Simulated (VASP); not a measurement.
The system is CaSiH6.

```
Ca Si H
1.0
     3.09759    1.79472    1.97715
    -3.05670    1.82773    1.88117
     0.04903   -3.61671    1.92385
Ca Si H
1 1 6
Direct
  0.93531 0.97999 0.91439
  0.48918 0.53411 0.51715
  0.55246 0.32145 0.19140
  0.23850 0.20961 0.60473
  0.85225 0.42610 0.71995
  0.72133 0.85979 0.42037
  0.42497 0.75622 0.79203
  0.18900 0.55008 0.30663
```

| Item | Value |
| --- | --- |
| Program | VASP 6.6.1 |
| Task | relaxation of cell and atoms |
| Functional | PBEsol |
| Potentials or basis | VASP PAW PBE potentials, release 64 (Ca_sv, Si, H) |
| Cutoff | 600 eV |
| k mesh | 4 × 4 × 4 |
| Occupations | fermi-dirac, width 0.05 eV |
| Spin | no spin polarisation |

At the start: pressure 12.2 GPa; volume 8.05 Å³/atom.

Where does the relaxation end?

Over 26 steps the energy falls by 201.8 meV/atom and the volume is 8.20 Å³/atom (+1.9 %); space group P1 (No. 1, to 0.1 Å) before, R-3 (No. 148, to 0.1 Å).

Step by step:
```csv
step,energy change (eV),largest force (eV/Å),pressure (GPa),volume (Å³)
1,0.0000,5.0310,12.19,64.37
2,-0.9551,3.4685,-2.95,70.18
3,-1.1039,1.8279,-0.20,68.21
4,-1.3611,0.7922,-2.67,68.81
5,-1.3751,1.1139,-3.13,69.04
6,-1.5034,0.4603,-1.38,67.60
7,-1.5254,0.6138,-0.09,66.74
8,-1.5692,0.3114,0.10,66.25
9,-1.5708,0.5007,0.19,66.14
10,-1.5910,0.2262,-0.17,66.05
11,-1.5941,0.2250,-0.34,66.00
12,-1.6047,0.1385,-0.23,65.73
13,-1.6060,0.2169,-0.15,65.60
14,-1.6100,0.0736,0.20,65.38
15,-1.6101,0.0784,0.25,65.35
16,-1.6119,0.0518,0.11,65.46
17,-1.6127,0.0496,-0.04,65.58
18,-1.6134,0.0360,0.00,65.60
19,-1.6135,0.0710,0.01,65.60
20,-1.6139,0.0264,0.01,65.62
21,-1.6139,0.0219,0.01,65.62
22,-1.6140,0.0223,-0.04,65.64
23,-1.6140,0.0293,-0.04,65.64
24,-1.6141,0.0206,-0.02,65.62
25,-1.6141,0.0126,-0.03,65.62
26,-1.6141,0.0071,0.01,65.58
```

Final structure:
```
Ca Si H
1.0
     3.11594    1.80082    1.95184
    -3.11646    1.80383    1.94938
     0.00031   -3.59752    1.94504
Ca Si H
1 1 6
Direct
  0.98770 0.01710 0.99567
  0.48783 0.51720 0.49584
  0.55441 0.28836 0.16547
  0.25994 0.18754 0.56288
  0.81798 0.45039 0.72425
  0.71598 0.84696 0.42893
  0.42152 0.74605 0.82646
  0.15763 0.58376 0.26716
```

Caveat: the PAW data sets were made with another functional, which shifts forces and pressure a little.
